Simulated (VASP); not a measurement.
# MoS2 (P6_3/mmc) in VASP: a series of runs

MoS2 is run at these levels: PBEsol; tasks: single point, relaxation of cell and atoms.

Everything below comes from runs of VASP 6.6.1. Logs are shortened: lines on timing, memory, paths and dates and some standing lists are left out, and cuts for length are marked.

## Step 1: The cell of the first run

The structure is hexagonal, space group P6_3/mmc (No. 194). Conventional cell: a = 3.141 Å, b = 3.141 Å, c = 12.585 Å, α = 90.00°, β = 90.00°, γ = 120.00°. Within 3.2 Å of Mo (site symmetry -6m2) lie 6 S at 2.39 Å and 6 Mo at 3.14 Å. S (site symmetry 3m) has 3 Mo at 2.39 Å and 7 S at 3.12 to 3.14 Å within 3.2 Å.

## Step 2: Single point, PBEsol

The input, INCAR:

```
PREC = Accurate ; ENCUT = 520
EDIFF = 1E-6 ; ISMEAR = 0
SIGMA = 0.02 ; LREAL = False
LASPH = True ; NELM = 100
ALGO = Normal ; ISIF = 2
LWAVE = False ; LCHARG = True
GGA = PS ; LELF = True
LVHAR = True ; NBANDS = 35
```

The input, KPOINTS:

```
Automatic mesh
0
Gamma
  12 12 2
```

The input, POSCAR:

```
MoS2
1.0
    3.1413883816      0.0000000028      0.0000000000
   -1.5706941933      2.7205221402      0.0000000000
    0.0000000000      0.0000000000     12.5850876774
Mo S
2 4
Direct
    0.6666666667      0.3333333333      0.2500000000
    0.3333333333      0.6666666667      0.7500000000
    0.6666666667      0.3333333333      0.6261196756
    0.3333333333      0.6666666667      0.3738803244
    0.6666666667      0.3333333333      0.8738803244
    0.3333333333      0.6666666667      0.1261196756
```

Potentials or basis: VASP PAW PBE potentials, release 64 (Mo_sv, S).

On the command line:

```console
cat potpaw_PBE.64/Mo_sv/POTCAR potpaw_PBE.64/S/POTCAR > POTCAR
mpirun -np 1 vasp_std > vasp.out
```

OUTCAR:

```text
PREC = Accurate
   ENCUT = 520
   EDIFF = 1E-6
   ISMEAR = 0
   LREAL = False
   LASPH = True
   NELM = 100
   ISIF = 2
   GGA = PS

 ion  position               nearest neighbor table
   1  0.667  0.333  0.250-   4 2.39   6 2.39   4 2.39   6 2.39   4 2.39   6 2.39
   2  0.333  0.667  0.750-   3 2.39   5 2.39   3 2.39   5 2.39   3 2.39   5 2.39
   3  0.667  0.333  0.626-   2 2.39   2 2.39   2 2.39
   4  0.333  0.667  0.374-   1 2.39   1 2.39   1 2.39
   5  0.667  0.333  0.874-   2 2.39   2 2.39   2 2.39
   6  0.333  0.667  0.126-   1 2.39   1 2.39   1 2.39

  LATTYP: Found a hexagonal cell.
 ALAT       =     3.1413883816
 C/A-ratio  =     4.0062183177

  Lattice vectors:

 A1 = (   3.1413883816,   0.0000000028,   0.0000000000)
 A2 = (  -1.5706941933,   2.7205221402,   0.0000000000)
 A3 = (   0.0000000000,   0.0000000000,  12.5850876774)

Analysis of symmetry for initial positions (statically):
=====================================================================
 Subroutine PRICEL returns:
 Original cell was already a primitive cell.

 Routine SETGRP: Setting up the symmetry group for a
 hexagonal supercell.

 Subroutine GETGRP returns: Found 24 space group operations
 (whereof 12 operations were pure point group operations)
 out of a pool of 24 trial point group operations.

The static configuration has the point symmetry D_3d.
 The point group associated with its full space group is D_6h.

Analysis of symmetry for dynamics (positions and initial velocities):
=====================================================================
 Subroutine PRICEL returns:
 Original cell was already a primitive cell.

 Routine SETGRP: Setting up the symmetry group for a
 hexagonal supercell.

 Subroutine GETGRP returns: Found 24 space group operations
 (whereof 12 operations were pure point group operations)
 out of a pool of 24 trial point group operations.

The dynamic configuration has the point symmetry D_3d.
 The point group associated with its full space group is D_6h.

 Subroutine INISYM returns: Found 24 space group operations
 (whereof 12 operations are pure point group operations),
 and found     1 'primitive' translations

----------------------------------------------------------------------------------------

                                     Primitive cell

  volume of cell :     107.5549

  direct lattice vectors                    reciprocal lattice vectors
     3.141388382  0.000000003  0.000000000     0.318330584  0.183788249  0.000000000
    -1.570694193  2.720522140  0.000000000    -0.000000000  0.367576497  0.000000000
     0.000000000  0.000000000 12.585087677     0.000000000  0.000000000  0.079459121

  length of vectors
     3.141388382  3.141388382 12.585087677     0.367576497  0.367576497  0.079459121

  position of ions in fractional coordinates (direct lattice)
     0.666666667  0.333333333  0.250000000
     0.333333333  0.666666667  0.750000000
     0.666666667  0.333333333  0.626119676
     0.333333333  0.666666667  0.373880324
     0.666666667  0.333333333  0.873880324
     0.333333333  0.666666667  0.126119676

  ion indices of the primitive-cell ions
   primitive index   ion index
                 1           1
                 2           2
                 3           3
                 4           4
                 5           5
                 6           6

----------------------------------------------------------------------------------------

 KPOINTS: Automatic mesh

Automatic generation of k-mesh.
 Grid dimensions read from file:
 generate k-points for:   12   12    2

 Generating k-lattice:

  Cartesian coordinates                     Fractional coordinates (reciprocal lattice)
     0.026527549  0.015315687  0.000000000     0.083333333  0.000000000  0.000000000
    -0.000000000  0.030631375  0.000000000    -0.000000000  0.083333333  0.000000000
     0.000000000  0.000000000  0.039729560     0.000000000  0.000000000  0.500000000

  Length of vectors
     0.030631375  0.030631375  0.039729560

  Shift w.r.t. Gamma in fractional coordinates (k-lattice)
     0.000000000  0.000000000  0.000000000

 Subroutine IBZKPT returns following result:
 ===========================================

 Found     38 irreducible k-points:

 Following reciprocal coordinates:
            Coordinates               Weight
  0.000000  0.000000  0.000000      1.000000
  0.083333  0.000000  0.000000      6.000000
  0.166667  0.000000  0.000000      6.000000
  0.250000  0.000000  0.000000      6.000000
  0.333333  0.000000  0.000000      6.000000
  0.416667  0.000000  0.000000      6.000000
[... 16 lines left out ...]
  0.250000  0.000000  0.500000      6.000000
  0.333333  0.000000  0.500000      6.000000
 [... further k-points ...]
   k-points           NKPTS =     38   k-points in BZ     NKDIM =     38   number of bands    NBANDS=     35
   number of dos      NEDOS =    301   number of ions     NIONS =      6
   total plane-waves  NPLWV =  55296
   dimension x,y,z NGX =    24 NGY =   24 NGZ =   96
   dimension x,y,z NGXF=    48 NGYF=   48 NGZF=  192
   ions per type =               2   4
   NGX,Y,Z   is equivalent  to a cutoff of  12.70, 12.70, 12.68 a.u.
   NGXF,Y,Z  is equivalent  to a cutoff of  25.40, 25.40, 25.36 a.u.
 SYSTEM =  unknown system
   PREC   = accura    normal or accurate (medium, high low for compatibility)
   ISTART =      0    job   : 0-new  1-cont  2-samecut
   ICHARG =      2    charge: 1-file 2-atom 10-const
   ISPIN  =      1    spin polarized calculation?
   LNONCOLLINEAR =      F non collinear calculations
   LSORBIT =      F    spin-orbit coupling
   LASPH  =      T    aspherical Exc in radial PAW
   ENCUT  =  520.0 eV  38.22 Ry    6.18 a.u.   5.84  5.84 23.40*2*pi/ulx,y,z
   NELM   =    100;   NELMIN=  2; NELMDL= -5     # of ELM steps
   EDIFF  = 0.1E-05   stopping-criterion for ELM
   LREAL  =      F    real-space projection
   EDIFFG = 0.1E-04   stopping-criterion for IOM
   NSW    =      0    number of steps for IOM
   IBRION =     -1    ionic relax: 0-MD 1-quasi-New 2-CG
   NFREE  =      0    steps in history (QN), initial steepest desc. (CG)
   ISIF   =      2    stress and relaxation
   ISYM   =      2    0-nonsym 1-usesym 2-fastsym
   POTIM  = 0.5000    time-step for ionic-motion
   TEBEG  =    0.0;   TEEND  =   0.0 temperature during run
   PSTRESS=    0.0 pullay stress
   NELECT =      52.0000    total number of electrons
   NUPDOWN=      -1.0000    fix difference up-down
   EMIN   =  10.00;   EMAX   =-10.00  energy-range for DOS
   EFERMI =   0.00;   METHOD = LEGACY
   ISMEAR =     0;   SIGMA  =   0.02  broadening in eV -4-tet -1-fermi 0-gaus
   EFERMI_NEDOS =   21; number of points for ismear=-14 and -15
   IALGO  =     38    algorithm
   IMIX   =      4    mixing-type and parameters
     AMIX     =   0.40;   BMIX     =  1.00
     AMIX_MAG =   1.60;   BMIX_MAG =  1.00
  volume/ion in A,a.u.               =      17.93       120.97
  Fermi-wavevector in a.u.,A,eV,Ry     =   1.284890  2.428090 22.462429  1.650942
  Thomas-Fermi vector in A             =   2.417057
   LORBIT       =      0    0 simple, 1 ext, 2 COOP (PROOUT), +10 PAW based schemes
   GGA     = PS    functional components
   LHFCALC =     F    Hartree Fock is set to
   AEXX    =    0.0000 exact exchange contribution
   IVDW    =     0    specifies the selected vdW correction
   LEPSILON=     F    determine dielectric tensor
   LRPA    =     F    only Hartree local field effects (RPA)
 non-spin polarized calculation
 Gauss-broadening in eV      SIGMA  =   0.02
  energy-cutoff  :      520.00
  volume of cell :      107.55
 maximum number of plane-waves:      2922
 NGX is ok and might be reduce to    24
   NGX = 11   NGY = 11   NGZ = 47

 number of electron      52.0000003 magnetization

 Free energy of the ion-electron system (eV)
  ---------------------------------------------------
  ext. energy  EPLUGINS =         0.00000000
  ---------------------------------------------------
  free energy    TOTEN  =       -46.90567556 eV

  energy without entropy =      -46.90567556  energy(sigma->0) =      -46.90567556

 E-fermi :   7.4450     XC(G=0): -10.9211

 val. band max:        7.2521891837   @ k =   0.0000   0.0000   0.0000
 cond. band min:       8.2498090143   @ k =   0.1667   0.1667   0.0000
 fundamental gap:      0.9976198306
 Fermi energy:         7.4449956370

 k-point     1 :       0.0000    0.0000    0.0000
  band No.  band energies     occupation
      1     -54.0288      2.00000
      2     -54.0288      2.00000
      3     -28.2403      2.00000
      4     -28.2402      2.00000
      5     -27.9776      2.00000
      6     -27.9776      2.00000
[... 27 lines left out ...]
     34       9.8901      0.00000
     35      12.9641      0.00000

 k-point     2 :       0.0833    0.0000    0.0000
  band No.  band energies     occupation
      1     -54.0258      2.00000
      2     -54.0258      2.00000
      3     -28.2344      2.00000
      4     -28.2343      2.00000
      5     -28.0074      2.00000
      6     -28.0074      2.00000
[... 27 lines left out ...]
     34       9.7744      0.00000
     35      13.4686      0.00000

 k-point     3 :       0.1667    0.0000    0.0000
  band No.  band energies     occupation
      1     -54.0175      2.00000
      2     -54.0175      2.00000
      3     -28.2183      2.00000
      4     -28.2182      2.00000
      5     -28.0882      2.00000
      6     -28.0882      2.00000
[... 27 lines left out ...]
     34      10.2293      0.00000
     35      14.4716      0.00000

 k-point     4 :       0.2500    0.0000    0.0000
  band No.  band energies     occupation
      1     -54.0062      2.00000
      2     -54.0062      2.00000
      3     -28.1969      2.00000
      4     -28.1969      2.00000
      5     -28.1962      2.00000
      6     -28.1962      2.00000
[... 27 lines left out ...]
     34      10.7054      0.00000
     35      14.7178      0.00000

 k-point     5 :       0.3333    0.0000    0.0000
  band No.  band energies     occupation
      1     -53.9949      2.00000
      2     -53.9949      2.00000
      3     -28.3038      2.00000
      4     -28.3038      2.00000
      5     -28.1741      2.00000
      6     -28.1741      2.00000
[... 638 lines left out ...]
 k-point    22 :       0.1667    0.0000    0.5000
  band No.  band energies     occupation
      1     -54.0175      2.00000
      2     -54.0175      2.00000
      3     -28.2183      2.00000
      4     -28.2183      2.00000
      5     -28.0882      2.00000
      6     -28.0882      2.00000
[... 27 lines left out ...]
     34      10.1816      0.00000
     35      14.5792      0.00000

 k-point    23 :       0.2500    0.0000    0.5000
  band No.  band energies     occupation
      1     -54.0062      2.00000
      2     -54.0062      2.00000
      3     -28.1969      2.00000
      4     -28.1969      2.00000
      5     -28.1962      2.00000
      6     -28.1962      2.00000
[... 27 lines left out ...]
     34      10.6169      0.00000
     35      14.7202      0.00000

 k-point    24 :       0.3333    0.0000    0.5000
  band No.  band energies     occupation
      1     -53.9949      2.00000
      2     -53.9949      2.00000
      3     -28.3038      2.00000
      4     -28.3038      2.00000
      5     -28.1741      2.00000
      6     -28.1741      2.00000
[... 27 lines left out ...]
     34      10.9245      0.00000
     35      14.0715      0.00000

 [... further k-points ...]
[... 5 lines left out ...]
  --------------------------------------------------------------------------------------
  -------------------------------------------------------------------------------------
  Total       -0.0065920     -0.0065920     -0.0320341      0.0000000      0.0000000      0.0000000
  in kB       -0.0981967     -0.0981967     -0.4771920      0.0000000      0.0000000      0.0000000
  external PRESSURE =      -0.2245285 kB  Pullay stress =       0.0000000 kB

 VOLUME and BASIS-vectors are now :
 -----------------------------------------------------------------------------
  energy-cutoff  :      520.00
  volume of cell :      107.55
      direct lattice vectors                 reciprocal lattice vectors
     3.141388382  0.000000003  0.000000000     0.318330584  0.183788249  0.000000000
    -1.570694193  2.720522140  0.000000000    -0.000000000  0.367576497  0.000000000
     0.000000000  0.000000000 12.585087677     0.000000000  0.000000000  0.079459121

 POSITION                                       TOTAL-FORCE (eV/Angst)
 -----------------------------------------------------------------------------------
      1.57069      0.90684      3.14627        -0.000000      0.000000      0.000000
     -0.00000      1.81368      9.43882        -0.000000     -0.000000      0.000000
      1.57069      0.90684      7.87977        -0.000000      0.000000     -0.001593
     -0.00000      1.81368      4.70532         0.000000      0.000000      0.001593
      1.57069      0.90684     10.99786        -0.000000     -0.000000      0.001593
     -0.00000      1.81368      1.58723         0.000000     -0.000000     -0.001593
 -----------------------------------------------------------------------------------
    total drift:                                0.000000     -0.000000      0.000000

  FREE ENERGIE OF THE ION-ELECTRON SYSTEM (eV)
  ---------------------------------------------------
  free  energy   TOTEN  =       -46.9056755640 eV

  energy  without entropy=      -46.9056755640  energy(sigma->0) =      -46.90567556
```

It took 79 s on 1 thread of AMD EPYC 9R45 (Zen 5), shared host; peak memory 0.25 GiB.

Results:

```
Free energy            : -46.9057 eV
Pressure               : 0.0 GPa
Band gap on the k mesh : 1.00 eV (least direct gap 1.75 eV)
```

Caveat: the PAW data sets were made with another functional, which shifts forces and pressure a little; this functional lacks dispersion, which binds layers or chains, so the pressure and a relaxed spacing across them are unreliable. A k mesh can miss the band edges.

## Step 3: Relaxation of cell and atoms, PBEsol

The input, INCAR:

```
SYSTEM = MoS2
PREC = Accurate
ENCUT = 600
EDIFF = 1E-6
ISMEAR = 0
SIGMA = 0.02
LREAL = .False.
LASPH = .True.
NELM = 100
ALGO = Normal
ISIF = 3
LWAVE = .False.
LCHARG = .False.
GGA = PS
IBRION = 2
NSW = 100
EDIFFG = -0.005
```

The input, KPOINTS:

```
Automatic mesh
0
Gamma
  12 12 2
  0 0 0
```

POSCAR is that of step 2.

Potentials or basis: VASP PAW PBE potentials, release 64 (Mo_sv, S).

On the command line:

```console
cat potpaw_PBE.64/Mo_sv/POTCAR potpaw_PBE.64/S/POTCAR > POTCAR
mpirun -np 1 vasp_std > vasp.out
```

Wall time 3 min (1 thread of AMD EPYC 9R45 (Zen 5), shared host); peak memory 0.33 GiB.

The run converged. Its results:

| Quantity | Value |
| --- | --- |
| Free energy | -46.9075 eV |
| Relaxed volume | 17.92 Å³/atom |
| Relaxed cell | a = 3.141 Å, b = 3.141 Å, c = 12.584 Å, α = 90.00°, β = 90.00°, γ = 120.00° |
| Space group after relaxing (to 0.1 Å) | P6_3/mmc (No. 194) |
| Energy gained by relaxing | 0.0 meV/atom |
| Ionic steps | 3 |
| Pressure after relaxing | 0.0 GPa |
| Largest force after relaxing | 0.003 eV/Å |
| Band gap on the k mesh | 1.00 eV (least direct gap 1.75 eV) |

Forces in eV/Å, atoms in the order of the input:
```
Mo   0.000  0.000  0.000
Mo   0.000  0.000  0.000
S    0.000  0.000 -0.003
S    0.000  0.000  0.003
S    0.000  0.000  0.003
S    0.000  0.000 -0.003
```

Final structure:
```
Mo S
1.0
     3.14135    0.00000    0.00000
    -1.57068    2.72049    0.00000
     0.00000    0.00000   12.58405
Mo S
2 4
Direct
  0.66667 0.33333 0.25000
  0.33333 0.66667 0.75000
  0.66667 0.33333 0.62612
  0.33333 0.66667 0.37388
  0.66667 0.33333 0.87388
  0.33333 0.66667 0.12612
```

Levels at points of the mesh, in eV from the valence-band top:
```
           k point  band 23  band 24  band 25  band 26  band 27  band 28  band 29  band 30
(0.00, 0.00, 0.00)    -2.03    -1.31    -1.12     0.00     2.29     2.29     2.31     2.31
(0.50, 0.00, 0.00)    -1.55    -1.40    -1.31    -1.23     1.81     1.84     2.20     2.45
(0.00, 0.00, 0.50)    -2.05    -2.05    -0.29    -0.29     2.30     2.30     2.30     2.30
(0.50, 0.00, 0.50)    -1.48    -1.48    -1.26    -1.26     1.82     1.82     2.33     2.33
```

Caveat: the PAW data sets were made with another functional, which shifts forces and pressure a little; this functional lacks dispersion, which binds layers or chains, so the pressure and a relaxed spacing across them are unreliable. A k mesh can miss the band edges.

(Continued in part 2 of 2.)
